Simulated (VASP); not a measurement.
# GaN (P6_3mc) in VASP: notebook, part 2 of 2

VASP 6.6.1. Earlier steps stand in the parts before.

## (5) Single point, BHLYP

This run uses another cell than the first one, of 11.31 Å³/atom.

Input file POSCAR:

```
GaN
1.0
    3.1800000000      0.0000000000      0.0000000000
   -1.5900000000      2.7539607840      0.0000000000
    0.0000000000      0.0000000000      5.1660000000
Ga N
2 2
Direct
    0.6666666667      0.3333333333      0.5000000000
    0.3333333333      0.6666666667      0.0000000000
    0.6666666667      0.3333333333      0.8750000000
    0.3333333333      0.6666666667      0.3750000000
```

Input file INCAR.step1:

```
SYSTEM = GaN
PREC = Accurate
ENCUT = 520
EDIFF = 1E-5
ISMEAR = -1
SIGMA = 0.05
LREAL = .False.
LASPH = .True.
NELM = 80
ALGO = Normal
ISIF = 2
LWAVE = .True.
GGA = PE
NBANDS = 26
```

Input file INCAR.step2:

```
SYSTEM = GaN
PREC = Accurate
ENCUT = 520
EDIFF = 1E-7
ISMEAR = -1
SIGMA = 0.05
LREAL = .False.
LASPH = .True.
NELM = 80
ALGO = Normal
ISIF = 2
LWAVE = .False.
LCHARG = .True.
GGA = B5
LHFCALC = .True.
AEXX = 0.5
ALDAX = 0.5
AGGAX = 0.5
AGGAC = 1.0
ALDAC = 0.0
PRECFOCK = Normal
LELF = .True.
LVHAR = .True.
ISTART = 1
NBANDS = 26
```

Input file KPOINTS:

```
regular mesh
0
Gamma
  6 6 3
  0 0 0
```

Command:

```console
cat potpaw_PBE.64/Ga_d/POTCAR potpaw_PBE.64/N/POTCAR > POTCAR
cp INCAR.step1 INCAR
mpirun -np 1 vasp_std > vasp.out
cp INCAR.step2 INCAR
mpirun -np 1 vasp_std > vasp.out
```

Run time: 64 min. Hardware: 1 thread of AMD EPYC 7R13 (Zen 3), shared host; peak memory 0.15 GiB.

It converged, with:

* Free energy: -36.4327 eV
* Pressure: 1.6 GPa
* Largest force: 0.169 eV/Å
* Band gap on the k mesh: 6.23 eV

Forces in eV/Å, atoms in the order of the input:
```
Ga   0.000  0.000 -0.169
Ga   0.000  0.000 -0.169
N    0.000  0.000  0.169
N    0.000  0.000  0.169
```

Stress tensor (GPa, compression positive):
```
1.00 0.00 0.00
0.00 1.00 0.00
0.00 0.00 2.68
```

Levels at points of the mesh, in eV from the valence-band top:
```tsv
k point	band 14	band 15	band 16	band 17	band 18	band 19	band 20	band 21	band 22	band 23
(0.00, 0.00, 0.00)	-1.23	-1.23	-0.07	0.00	0.00	6.23	8.84	14.49	14.72	14.72
(0.50, 0.00, 0.00)	-6.01	-4.85	-3.18	-2.51	-1.14	9.42	10.11	10.60	13.99	15.18
```

Caveat: the PAW data sets were made with another functional, which shifts forces and pressure a little.

## (6) Single point, r2SCAN+D3(BJ)

This run uses another cell than the first one, of 11.27 Å³/atom.

Input file POSCAR:

```
GaN
1.0
    3.1737287862      0.0000000000      0.0000000000
   -1.5868643931      2.7485297536      0.0000000000
    0.0000000000      0.0000000000      5.1687804671
Ga N
2 2
Direct
    0.6666666667      0.3333333333      0.4991403188
    0.3333333333      0.6666666667     -0.0008596812
    0.6666666667      0.3333333333      0.8758596812
    0.3333333333      0.6666666667      0.3758596812
```

Input file INCAR.step1:

```
ALGO     = Normal         # electronic algorithm
EDIFF    = 1E-4           # SCF threshold, eV
ENCUT    = 520            # plane-wave cutoff, eV
GGA      = PE             # functional
ISMEAR   = -1             # smearing method
LASPH    = T              # aspherical terms in the spheres
LCHARG   = F              # write CHGCAR
LREAL    = F              # projectors in reciprocal space
LWAVE    = T              # write WAVECAR
NBANDS   = 26             # bands
NELM     = 100            # most SCF steps
PREC     = Accurate       # precision mode
SIGMA    = 0.05           # smearing width, eV
```

Input file INCAR.step2:

```
ALGO     = Normal         # electronic algorithm
EDIFF    = 1E-6           # SCF threshold, eV
ENCUT    = 520            # plane-wave cutoff, eV
ISIF     = 2              # what is computed and relaxed
ISMEAR   = -1             # smearing method
ISTART   = 1            
IVDW     = 12             # dispersion correction
LASPH    = T              # aspherical terms in the spheres
LCHARG   = F              # write CHGCAR
LMIXTAU  = T            
LREAL    = F              # projectors in reciprocal space
LWAVE    = F              # write WAVECAR
METAGGA  = R2SCAN         # meta-GGA
NBANDS   = 26             # bands
NELM     = 100            # most SCF steps
PREC     = Accurate       # precision mode
SIGMA    = 0.05           # smearing width, eV
VDW_A1   = 0.49484001   
VDW_A2   = 5.73083694   
VDW_S6   = 1.0          
VDW_S8   = 0.78981345
```

Input file KPOINTS:

```
k-points
0
Gamma
  10 10 5
```

Potentials or basis: VASP PAW PBE potentials, release 64 (Ga_d, N).

Command:

```console
cat potpaw_PBE.64/Ga_d/POTCAR potpaw_PBE.64/N/POTCAR > POTCAR
cp INCAR.step1 INCAR
mpirun -np 1 vasp_std > vasp.out
cp INCAR.step2 INCAR
mpirun -np 1 vasp_std > vasp.out
```

It took 78 s on 1 thread of Intel Xeon 6975P-C (Granite Rapids), shared host; peak memory 0.19 GiB.

It converged, with:

- Free energy: -44.3020 eV
- Pressure: 1.1 GPa
- Largest force: 0.004 eV/Å
- Band gap on the k mesh: 2.40 eV
- Dispersion energy per atom: -0.122 eV

Forces on the atoms (eV/Å):
```
Ga   0.000  0.000  0.004
Ga   0.000  0.000  0.004
N    0.000  0.000 -0.004
N    0.000  0.000 -0.004
```

Stress tensor (GPa, compression positive):
```
1.17 0.00 0.00
0.00 1.17 0.00
0.00 0.00 1.00
```

Levels at points of the mesh, in eV from the valence-band top:
```
           k point  band 16  band 17  band 18  band 19  band 20  band 21
(0.00, 0.00, 0.00)    -0.04     0.00     0.00     2.40     4.87    10.01
(0.50, 0.00, 0.00)    -2.87    -2.27    -1.04     5.61     6.17     6.57
```

Caveat: the PAW data sets were made with another functional, which shifts forces and pressure a little.

## (7) Overview

```csv
task,level,spin,cell,k mesh,cutoff (eV),grid for exact exchange (PRECFOCK),share of exact exchange,gap on the mesh (eV),pressure (GPa),relaxed volume (Å³/atom),largest force (eV/Å)
single point,r2SCAN,"non-collinear, zero start, SOC","a = 3.159, b = 3.159, c = 5.131 Å, angles 90.0, 90.0, 120.0°, 4 atoms, atomic positions A",10 × 10 × 5,520,-,-,-,6.4,-,0.15
relaxation of cell and atoms,PBEsol+D3(BJ),off,"relaxed from a = 3.180, b = 3.180, c = 5.166 Å, angles 90.0, 90.0, 120.0°, 4 atoms, atomic positions A",10 × 10 × 5,600,-,-,2.01,0.0,11.16,0.01
relaxation of cell and atoms,PBEsol+D4,off,"relaxed from a = 3.180, b = 3.180, c = 5.166 Å, angles 90.0, 90.0, 120.0°, 4 atoms, atomic positions A",10 × 10 × 5,600,-,-,2.02,0.1,11.16,0.01
single point,BHLYP,off,"a = 3.180, b = 3.180, c = 5.166 Å, angles 90.0, 90.0, 120.0°, 4 atoms, atomic positions A",6 × 6 × 3,520,Normal,0.5,6.23,1.6,-,0.17
single point,r2SCAN+D3(BJ),off,"a = 3.174, b = 3.174, c = 5.169 Å, angles 90.0, 90.0, 120.0°, 4 atoms, atomic positions B",10 × 10 × 5,520,-,-,2.40,1.1,-,-
```

Alike in all rows: potentials or basis VASP PAW PBE potentials, release 64 (Ga_d, N); smearing fermi-dirac 0.05 eV.

Caveats: the PAW data sets were made with another functional, which shifts forces and pressure a little; the cell stands under pressure (at least some runs).

Total energies depend on the potentials used, so only differences within one code and one set of settings carry meaning.
